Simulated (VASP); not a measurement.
**Ca: single point with PBE**

Ca:

```
CELL_PARAMETERS angstrom
3.49879 0.00000 0.00000
0.00000 3.49879 0.00000
0.00000 0.00000 3.49879
ATOMIC_POSITIONS crystal
Ca 0.00000 0.00000 0.00000
```

This isn't the form of Ca at room conditions, which is fcc.

```yaml
Program: VASP 6.6.1
Task: single point
Functional: PBE
Potentials_or_basis: VASP PAW PBE potentials, release 64 (Ca_sv)
Cutoff: 520 eV
k_mesh: 11 × 11 × 11
Occupations: fermi-dirac, width 0.0612256 eV
Spin: no spin polarisation
```

```
Pressure               : 0.2 GPa
Band gap on the k mesh : zero (bands 5 and 6 overlap by 0.89 eV)
```

Levels at points of the mesh, in eV from the Fermi level:
```csv
k point,band 1,band 2,band 3,band 4,band 5,band 6,band 7,band 8,band 9,band 10
"(0.00, 0.00, 0.00)",-42.19,-23.08,-23.08,-23.08,-3.84,0.84,0.84,4.12,4.12,4.12
```

Run time: 22 s on 1 thread of Intel(R) Xeon(R) Platinum 8259CL CPU @ 2.50GHz (Skylake/Cascade Lake), with other jobs on the host, peak memory 0.16 GiB.
